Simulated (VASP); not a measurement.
# TiO2 (I4_1/amd) in VASP: a series of runs

Runs on TiO2. Level: PBE. Tasks: single point.

Everything below comes from runs of VASP 6.6.1. Logs are shortened: lines on timing, memory, paths and dates and some standing lists are left out, and cuts for length are marked.

### Step 1. The cell of the first run

Symmetry: I4_1/amd, No. 141, tetragonal system. Conventional cell: a = 3.781 Å, b = 3.781 Å, c = 9.497 Å, α = 90.00°, β = 90.00°, γ = 90.00°. Ti (site symmetry -4m2) has 6 O at 1.93 to 1.99 Å within 2.6 Å. O (site symmetry 2mm) has 3 Ti at 1.93 to 1.99 Å and 2 O at 2.47 Å within 2.6 Å.

### Step 2. Single point, PBE (11.31 Å³/atom)

INCAR

```
SYSTEM = TiO2
PREC = Accurate ; ENCUT = 520
EDIFF = 1E-6 ; ISMEAR = 0
SIGMA = 0.02 ; LREAL = .False.
LASPH = .True. ; NELM = 100
ALGO = Normal ; ISIF = 2
LWAVE = .False. ; LCHARG = .False.
GGA = PE ; NBANDS = 33
```

KPOINTS

```
Automatic mesh
0
Gamma
  10 10 10
  0 0 0
```

POSCAR

```
TiO2
1.0
   -1.8904859845      1.8904859845      4.7485491273
    1.8904859845     -1.8904859845      4.7485491273
    1.8904859845      1.8904859845     -4.7485491273
Ti O
2 4
Direct
    0.0000000000      0.0000000000      0.0000000000
    0.7500000000      0.2500000000      0.5000000000
    0.2090215990      0.2090215990      0.0000000000
    0.9590215990      0.4590215990      0.5000000000
    0.5409784010      0.0409784010      0.5000000000
    0.7909784010      0.7909784010      0.0000000000
```

Potentials or basis: VASP PAW PBE potentials, release 64 (Ti_sv, O).

Started as:

```sh
cat potpaw_PBE.64/Ti_sv/POTCAR potpaw_PBE.64/O/POTCAR > POTCAR
mpirun -np 1 vasp_std > vasp.out
```

OUTCAR:

```text
SYSTEM = TiO2
   PREC = Accurate
   ENCUT = 520
   EDIFF = 1E-6
   ISMEAR = 0
   LREAL = .False.
   LASPH = .True.
   NELM = 100
   ISIF = 2
   GGA = PE

 ion  position               nearest neighbor table
   1  0.000  0.000  0.000-   5 1.93   4 1.93   5 1.93   4 1.93   3 1.99   6 1.99
   2  0.750  0.250  0.500-   6 1.93   3 1.93   6 1.93   3 1.93   4 1.99   5 1.99
   3  0.209  0.209  0.000-   2 1.93   2 1.93   1 1.99
   4  0.959  0.459  0.500-   1 1.93   1 1.93   2 1.99
   5  0.541  0.041  0.500-   1 1.93   1 1.93   2 1.99
   6  0.791  0.791  0.000-   2 1.93   2 1.93   1 1.99

  LATTYP: Found a body centered tetragonal cell.
 ALAT       =     3.7809719690
 C/A-ratio  =     2.5118139813

  Lattice vectors:

 A1 = (  -1.8904859845,   1.8904859845,   4.7485491273)
 A2 = (   1.8904859845,  -1.8904859845,   4.7485491273)
 A3 = (   1.8904859845,   1.8904859845,  -4.7485491273)

Analysis of symmetry for initial positions (statically):
=====================================================================
 Subroutine PRICEL returns:
 Original cell was already a primitive cell.

 Routine SETGRP: Setting up the symmetry group for a
 body centered tetragonal supercell.

 Subroutine GETGRP returns: Found 16 space group operations
 (whereof  8 operations were pure point group operations)
 out of a pool of 16 trial point group operations.

The static configuration has the point symmetry D_2d.
 The point group associated with its full space group is D_4h.

Analysis of symmetry for dynamics (positions and initial velocities):
=====================================================================
 Subroutine PRICEL returns:
 Original cell was already a primitive cell.

 Routine SETGRP: Setting up the symmetry group for a
 body centered tetragonal supercell.

 Subroutine GETGRP returns: Found 16 space group operations
 (whereof  8 operations were pure point group operations)
 out of a pool of 16 trial point group operations.

The dynamic configuration has the point symmetry D_2d.
 The point group associated with its full space group is D_4h.

 Subroutine INISYM returns: Found 16 space group operations
 (whereof  8 operations are pure point group operations),
 and found     1 'primitive' translations

----------------------------------------------------------------------------------------

                                     Primitive cell

  volume of cell :      67.8841

  direct lattice vectors                    reciprocal lattice vectors
    -1.890485984  1.890485984  4.748549127     0.000000000  0.264482257  0.105295320
     1.890485984 -1.890485984  4.748549127     0.264482257  0.000000000  0.105295320
     1.890485984  1.890485984 -4.748549127     0.264482257  0.264482257  0.000000000

  length of vectors
     5.449458077  5.449458077  5.449458077     0.284671686  0.284671686  0.374034395

  position of ions in fractional coordinates (direct lattice)
     0.000000000  0.000000000  0.000000000
     0.750000000  0.250000000  0.500000000
     0.209021599  0.209021599  0.000000000
     0.959021599  0.459021599  0.500000000
     0.540978401  0.040978401  0.500000000
     0.790978401  0.790978401  0.000000000

  ion indices of the primitive-cell ions
   primitive index   ion index
                 1           1
                 2           2
                 3           3
                 4           4
                 5           5
                 6           6

----------------------------------------------------------------------------------------

 KPOINTS: Automatic mesh

Automatic generation of k-mesh.
 Grid dimensions read from file:
 generate k-points for:   10   10   10

 Generating k-lattice:

  Cartesian coordinates                     Fractional coordinates (reciprocal lattice)
     0.000000000  0.026448226  0.010529532     0.100000000  0.000000000  0.000000000
     0.026448226  0.000000000  0.010529532     0.000000000  0.100000000  0.000000000
     0.026448226  0.026448226  0.000000000     0.000000000  0.000000000  0.100000000

  Length of vectors
     0.028467169  0.028467169  0.037403439

  Shift w.r.t. Gamma in fractional coordinates (k-lattice)
     0.000000000  0.000000000  0.000000000

 Subroutine IBZKPT returns following result:
 ===========================================

 Found    102 irreducible k-points:

 Following reciprocal coordinates:
            Coordinates               Weight
  0.000000  0.000000  0.000000      1.000000
  0.100000 -0.000000  0.000000      8.000000
  0.200000 -0.000000  0.000000      8.000000
  0.300000 -0.000000  0.000000      8.000000
  0.400000 -0.000000  0.000000      8.000000
  0.500000  0.000000  0.000000      4.000000
[... 16 lines left out ...]
  0.300000  0.300000  0.000000      8.000000
  0.400000  0.300000  0.000000     16.000000
 [... further k-points ...]
   k-points           NKPTS =    102   k-points in BZ     NKDIM =    102   number of bands    NBANDS=     33
   number of dos      NEDOS =    301   number of ions     NIONS =      6
   total plane-waves  NPLWV =  74088
   dimension x,y,z NGX =    42 NGY =   42 NGZ =   42
   dimension x,y,z NGXF=    84 NGYF=   84 NGZF=   84
   ions per type =               2   4
   NGX,Y,Z   is equivalent  to a cutoff of  12.81, 12.81, 12.81 a.u.
   NGXF,Y,Z  is equivalent  to a cutoff of  25.63, 25.63, 25.63 a.u.
 SYSTEM =  TiO2
   PREC   = accura    normal or accurate (medium, high low for compatibility)
   ISTART =      0    job   : 0-new  1-cont  2-samecut
   ICHARG =      2    charge: 1-file 2-atom 10-const
   ISPIN  =      1    spin polarized calculation?
   LNONCOLLINEAR =      F non collinear calculations
   LSORBIT =      F    spin-orbit coupling
   LASPH  =      T    aspherical Exc in radial PAW
   ENCUT  =  520.0 eV  38.22 Ry    6.18 a.u.  10.13 10.13 10.13*2*pi/ulx,y,z
   NELM   =    100;   NELMIN=  2; NELMDL= -5     # of ELM steps
   EDIFF  = 0.1E-05   stopping-criterion for ELM
   LREAL  =      F    real-space projection
   EDIFFG = 0.1E-04   stopping-criterion for IOM
   NSW    =      0    number of steps for IOM
   IBRION =     -1    ionic relax: 0-MD 1-quasi-New 2-CG
   NFREE  =      0    steps in history (QN), initial steepest desc. (CG)
   ISIF   =      2    stress and relaxation
   ISYM   =      2    0-nonsym 1-usesym 2-fastsym
   POTIM  = 0.5000    time-step for ionic-motion
   TEBEG  =    0.0;   TEEND  =   0.0 temperature during run
   PSTRESS=    0.0 pullay stress
   NELECT =      48.0000    total number of electrons
   NUPDOWN=      -1.0000    fix difference up-down
   EMIN   =  10.00;   EMAX   =-10.00  energy-range for DOS
   EFERMI =   0.00;   METHOD = LEGACY
   ISMEAR =     0;   SIGMA  =   0.02  broadening in eV -4-tet -1-fermi 0-gaus
   EFERMI_NEDOS =   21; number of points for ismear=-14 and -15
   IALGO  =     38    algorithm
   IMIX   =      4    mixing-type and parameters
     AMIX     =   0.40;   BMIX     =  1.00
     AMIX_MAG =   1.60;   BMIX_MAG =  1.00
  volume/ion in A,a.u.               =      11.31        76.35
  Fermi-wavevector in a.u.,A,eV,Ry     =   1.458476  2.756120 28.941664  2.127152
  Thomas-Fermi vector in A             =   2.575156
   LORBIT       =      0    0 simple, 1 ext, 2 COOP (PROOUT), +10 PAW based schemes
   GGA     = PE    functional components
   LHFCALC =     F    Hartree Fock is set to
   AEXX    =    0.0000 exact exchange contribution
   IVDW    =     0    specifies the selected vdW correction
   LEPSILON=     F    determine dielectric tensor
   LRPA    =     F    only Hartree local field effects (RPA)
 non-spin polarized calculation
 Gauss-broadening in eV      SIGMA  =   0.02
  energy-cutoff  :      520.00
  volume of cell :       67.88
 maximum number of plane-waves:      1845
 NGX is ok and might be reduce to    42
   NGX = 21   NGY = 21   NGZ = 21

 number of electron      47.9999990 magnetization

 Free energy of the ion-electron system (eV)
  ---------------------------------------------------
  ext. energy  EPLUGINS =         0.00000000
  ---------------------------------------------------
  free energy    TOTEN  =       -53.81869488 eV

  energy without entropy =      -53.81869488  energy(sigma->0) =      -53.81869488

 E-fermi :   3.6942     XC(G=0): -10.7599

 val. band max:        3.4442415773   @ k =  -0.4000   0.4000   0.0000
 cond. band min:       5.5344219941   @ k =   0.0000   0.0000   0.0000
 fundamental gap:      2.0901804168
 Fermi energy:         3.6941513050

 k-point     1 :       0.0000    0.0000    0.0000
  band No.  band energies     occupation
      1     -52.9577      2.00000
      2     -52.8963      2.00000
      3     -29.4246      2.00000
      4     -29.1850      2.00000
      5     -29.1850      2.00000
      6     -29.1123      2.00000
[... 25 lines left out ...]
     32       8.7488      0.00000
     33       8.7525      0.00000

 k-point     2 :       0.1000   -0.0000    0.0000
  band No.  band energies     occupation
      1     -52.9564      2.00000
      2     -52.8972      2.00000
      3     -29.4218      2.00000
      4     -29.1982      2.00000
      5     -29.1859      2.00000
      6     -29.1177      2.00000
[... 25 lines left out ...]
     32       8.8006      0.00000
     33       9.0560      0.00000

 k-point     3 :       0.2000   -0.0000    0.0000
  band No.  band energies     occupation
      1     -52.9527      2.00000
      2     -52.8998      2.00000
      3     -29.4148      2.00000
      4     -29.2314      2.00000
      5     -29.1883      2.00000
      6     -29.1303      2.00000
[... 25 lines left out ...]
     32       9.1263      0.00000
     33       9.5141      0.00000

 k-point     4 :       0.3000   -0.0000    0.0000
  band No.  band energies     occupation
      1     -52.9475      2.00000
      2     -52.9036      2.00000
      3     -29.4065      2.00000
      4     -29.2713      2.00000
      5     -29.1909      2.00000
      6     -29.1422      2.00000
[... 673 lines left out ...]
     32       9.9240      0.00000
     33      10.1333      0.00000

 k-point    23 :       0.3000    0.3000    0.0000
  band No.  band energies     occupation
      1     -52.9347      2.00000
      2     -52.9134      2.00000
      3     -29.3805      2.00000
      4     -29.3238      2.00000
      5     -29.2304      2.00000
      6     -29.1826      2.00000
[... 25 lines left out ...]
     32       9.9549      0.00000
     33      10.7498      0.00000

 k-point    24 :       0.4000    0.3000    0.0000
  band No.  band energies     occupation
      1     -52.9308      2.00000
      2     -52.9161      2.00000
      3     -29.3840      2.00000
      4     -29.3454      2.00000
      5     -29.2322      2.00000
      6     -29.1989      2.00000
[... 25 lines left out ...]
     32       9.9642      0.00000
     33      10.8596      0.00000

 [... further k-points ...]

------------------------ aborting loop because EDIFF is reached ----------------------------------------

  FORCE on cell =-STRESS in cart. coord.  units (eV):
  Direction    XX          YY          ZZ          XY          YZ          ZX
  --------------------------------------------------------------------------------------
  -------------------------------------------------------------------------------------
  Total        2.6360836      2.6360836      2.6523139      0.0000000      0.0000000      0.0000000
  in kB       62.2159741     62.2159741     62.5990371      0.0000000      0.0000000      0.0000000
  external PRESSURE =      62.3436617 kB  Pullay stress =       0.0000000 kB

 VOLUME and BASIS-vectors are now :
 -----------------------------------------------------------------------------
  energy-cutoff  :      520.00
  volume of cell :       67.88
      direct lattice vectors                 reciprocal lattice vectors
    -1.890485984  1.890485984  4.748549127     0.000000000  0.264482257  0.105295320
     1.890485984 -1.890485984  4.748549127     0.264482257  0.000000000  0.105295320
     1.890485984  1.890485984 -4.748549127     0.264482257  0.264482257  0.000000000

 POSITION                                       TOTAL-FORCE (eV/Angst)
 -----------------------------------------------------------------------------------
      0.00000      0.00000      0.00000         0.000000      0.000000     -0.000000
     -0.00000      1.89049      2.37427         0.000000      0.000000     -0.000000
      0.00000      0.00000      1.98510         0.000000      0.000000      0.021856
      0.00000      1.89049      4.35937         0.000000      0.000000      0.021856
      0.00000      1.89049      0.38918        -0.000000     -0.000000     -0.021856
      0.00000      0.00000      7.51200        -0.000000     -0.000000     -0.021856
 -----------------------------------------------------------------------------------
    total drift:                               -0.000000      0.000000      0.000000

  FREE ENERGIE OF THE ION-ELECTRON SYSTEM (eV)
  ---------------------------------------------------
  free  energy   TOTEN  =       -53.8186948787 eV

  energy  without entropy=      -53.8186948787  energy(sigma->0) =      -53.81869488
```

It took 7 min on 1 thread of Intel Xeon Platinum 8259CL at 2.50GHz (Skylake/Cascade Lake), shared host; peak memory 0.37 GiB.

Results:

```yaml
Free_energy: -53.8187 eV
Pressure: 6.2 GPa
Largest_force: 0.022 eV/Å
Band_gap_on_the_k_mesh: 2.09 eV (least direct gap 2.45 eV)
```

Forces on the atoms (eV/Å):
```
Ti   0.000  0.000  0.000
Ti   0.000  0.000  0.000
O    0.000  0.000  0.022
O    0.000  0.000  0.022
O    0.000  0.000 -0.022
O    0.000  0.000 -0.022
```

Caveat: the cell stands under pressure. A k mesh can miss the band edges.

(Continued in part 2 of 2.)
